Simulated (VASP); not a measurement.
Runs of VASP 6.6.1 on GaP. The structure is that of space group R-3m (No. 166), or close to it. The cells are those of the table. 

```tsv
cell	gap on the mesh (eV)	pressure (GPa)	largest force (eV/Å)
a = 7.356 Å, angles 33.2°, 4 atoms	none	-11.4	0.38
a = 6.510 Å, angles 31.9°, 4 atoms	0.36	19.2	0.88
a = 7.299 Å, angles 30.9°, 4 atoms	(b)	(a)	0.49
a = 6.872 Å, angles 35.6°, 4 atoms	0.06	-8.7	0.37
a = 6.266 Å, angles 33.2°, 4 atoms	0.44	26.6	1.04
a = 6.393 Å, angles 38.3°, 4 atoms	none	-2.3	2.64
```

Alike in all rows: task single point; level PBEsol; potentials or basis VASP PAW PBE potentials, release 64 (Ga_d, P); no spin polarisation; k mesh 9 × 9 × 9; cutoff (eV) 520; smearing gaussian 0.05 eV.

Question: Estimate the missing entries.

Answer: (a) -7.0; (b) 0.16.

Caveats: the PAW data sets were made with another functional, which shifts forces and pressure a little; an odd mesh through Γ misses points on the zone boundary, where band edges can lie (at least some runs); the cell stands under tension (at least some runs); semilocal functionals underestimate gaps, so a narrow gap can read as zero (at least some runs); the cell stands under pressure (at least some runs).

A k mesh can miss the band edges, and the runs leave out spin-orbit coupling on Ga.

A gap of «none» marks levels without a gap at the run's occupations.
